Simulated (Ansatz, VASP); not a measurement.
## MgO: VASP beside Ansatz

Contents of INCAR:

```
SYSTEM = MgO
  PREC = Accurate
  ENCUT = 520
  EDIFF = 1E-7
  ISMEAR = 0
  SIGMA = 0.05
  LREAL = .FALSE.
  LASPH = .TRUE.
  NELM = 100
  ALGO = Normal
  ISIF = 2
  LWAVE = .FALSE.
  LCHARG = .TRUE.
  GGA = PE
  LELF = .TRUE.
  LVHAR = .TRUE.
  NBANDS = 11
```

KPOINTS

```
regular mesh
0
G
  10 10 10
  0 0 0
```

File POSCAR:

```
MgO
1.0
    0.0000000000      2.1269229054      2.1269229054
    2.1269229054      0.0000000000      2.1269229054
    2.1269229054      2.1269229054      0.0000000000
Mg O
1 1
Direct
   -0.0235081393      0.0235081393     -0.0235081393
    0.5000000000      0.5000000000      0.5000000000
```

Input for Ansatz:

```yaml
crystal:
  lattice:
    - [0.0, 2.1269229054, 2.1269229054]
    - [2.1269229054, 0.0, 2.1269229054]
    - [2.1269229054, 2.1269229054, 0.0]
  atoms:
    - { symbol: Mg, position: [-0.0235081393, 0.0235081393, -0.0235081393] }
    - { symbol: O, position: [0.5, 0.5, 0.5] }
basis:
  ecutwfc: 420
kpoints:
  mp_grid: { grid: [10, 10, 10] }
hamiltonian:
  xc: pbe
scf:
  occupations: { method: gaussian, width: 0.05 }
output:
  forces: true
  stress: true
  eigenvalues: true
```

Change from the starting cell: all Mg atoms moved -0.100 Å, as atom 1 along Cartesian [0 1 0].

Alike in both runs: task single point; functional PBE; k mesh 10 × 10 × 10; occupations gaussian, width 0.05 eV; no spin polarisation.

|  | VASP | Ansatz |
| --- | --- | --- |
| version | VASP 6.6.1 | Ansatz 0.2.0 |
| potentials or method | VASP PAW PBE potentials, release 64 (Mg, O), cutoff 520 eV | scalar-relativistic, plane waves, PAW |
| valence electrons in the cell | 8 | 16 |

```csv
,VASP,Ansatz,Ansatz less VASP
gap on the k mesh at the Fermi level (eV),4.44,4.46,+0.017
least direct gap on the mesh (eV),4.44,4.46,+0.017
pressure (GPa),0.1,0.9,+0.73
"traceless stress, the component that is largest in VASP (GPa)",2.18,2.15,-0.026
rms of the force components (eV/Å),0.297,0.293,-0.0043
```

Atom by atom the forces differ by 0.004 eV/Å (rms over components). VASP's potentials hold 8 valence electrons a cell and Ansatz's 16, so a difference there can come from the potentials and not from the codes.
